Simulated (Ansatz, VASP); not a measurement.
**Sb: VASP beside Ansatz**

INCAR

```
SYSTEM = Sb
  ALGO = Normal
  EDIFF = 1E-7
  ENCUT = 520
  GGA = PS
  ISIF = 2
  ISMEAR = -1
  LASPH = .TRUE.
  LCHARG = .FALSE.
  LREAL = .FALSE.
  LWAVE = .FALSE.
  NBANDS = 8
  NELM = 80
  PREC = Accurate
  SIGMA = 0.01
```

The input KPOINTS:

```
k-points
0
G
  12 12 12
  0 0 0
```

POSCAR

```
Sb
1.0
    3.0833436100      0.0000000000      0.0000000000
    0.0000000000      3.0833436100      0.0000000000
    0.0000000000      0.0000000000      3.0833436100
Sb
1
Direct
    0.0000000000      0.0000000000      0.0000000000
```

Input for Ansatz:

```yaml
crystal:
  lattice:
    - [3.08334361, 0.0, 0.0]
    - [0.0, 3.08334361, 0.0]
    - [0.0, 0.0, 3.08334361]
  atoms:
    - { symbol: Sb, position: [0.0, 0.0, 0.0] }
kpoints:
  mp_grid: { grid: [12, 12, 12] }
scf:
  occupations: { method: fermi_dirac, width: 0.01 }
hamiltonian:
  xc: pbesol
  pseudopotentials: { kind: all_electron, lapw: { basis_error: 0.0005 } }
output:
  forces: true
  stress: true
  eigenvalues: true
```

Alike in both runs: task single point; functional PBEsol; k mesh 12 × 12 × 12; occupations fermi-dirac, width 0.01 eV; no spin polarisation.

|  | VASP | Ansatz |
| --- | --- | --- |
| version | VASP 6.6.1 | Ansatz 0.2.0 |
| potentials or method | VASP PAW PBE potentials, release 64 (Sb), cutoff 520 eV | all-electron LAPW, scalar-relativistic |

|  | VASP | Ansatz | Ansatz less VASP |
| --- | --- | --- | --- |
| pressure (GPa) | -1.0 | -1.1 | -0.09 |

VASP's potentials were made for PBE, not for PBEsol. Ansatz ran all-electron here, and VASP with PAW potentials.

Neither program's run includes spin-orbit coupling.
